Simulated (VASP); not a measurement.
Set up this calculation in VASP 6.6.1, as the native input.

```
Task                   : single point
Functional             : PBEsol
Potentials or basis    : VASP PAW PBE potentials, release 64 (Al, Co)
Cutoff                 : 520 eV
k mesh                 : 16 × 16 × 16
Occupations            : gaussian, width 0.15 eV
Spin                   : no spin polarisation
Dipole correction      : no
Further INCAR settings : ALGO = Normal; EDIFF = 1e-06; NBANDS = 13
```

The structure of AlCo lies in POSCAR:

```
AlCo
1.0
    2.9321793384      0.0000000000      0.0000000000
    0.0000000000      2.9321793384      0.0000000000
    0.0000000000      0.0000000000      2.9321793384
Al Co
1 1
Direct
    0.0000000000      0.0000000000      0.0000000000
    0.5000000000      0.5000000000      0.5000000000
```

This cell differs from its parent crystal: strain +0.040 along x and y, +0.040 along z.

One way to write it, as run:

INCAR

```
ALGO = Normal
EDIFF = 1E-6
ENCUT = 520
GGA = PS
ISIF = 2
ISMEAR = 0
LASPH = True
LCHARG = False
LREAL = False
LWAVE = False
NBANDS = 13
NELM = 100
PREC = Accurate
SIGMA = 0.15
```

KPOINTS

```
k-points
0
Gamma
  16 16 16
```

Potentials or basis: VASP PAW PBE potentials, release 64 (Al, Co).

The run is started by

```bash
$ cat potpaw_PBE.64/Al/POTCAR potpaw_PBE.64/Co/POTCAR > POTCAR
$ mpirun -np 1 vasp_std > vasp.out
```

Results of the run:

* Pressure: -17.1 GPa
* Band gap on the k mesh: zero (band 6 reaches 11.72 eV, above the bottom of band 7 at 9.12 eV)

Caveat: the cell differs from its parent crystal (strain +0.040 along x and y, +0.040 along z); the PAW data sets were made with another functional, which shifts forces and pressure a little.

It took 60 s on 1 thread of AMD EPYC 7R13, with other jobs on the host, peak memory 0.15 GiB.
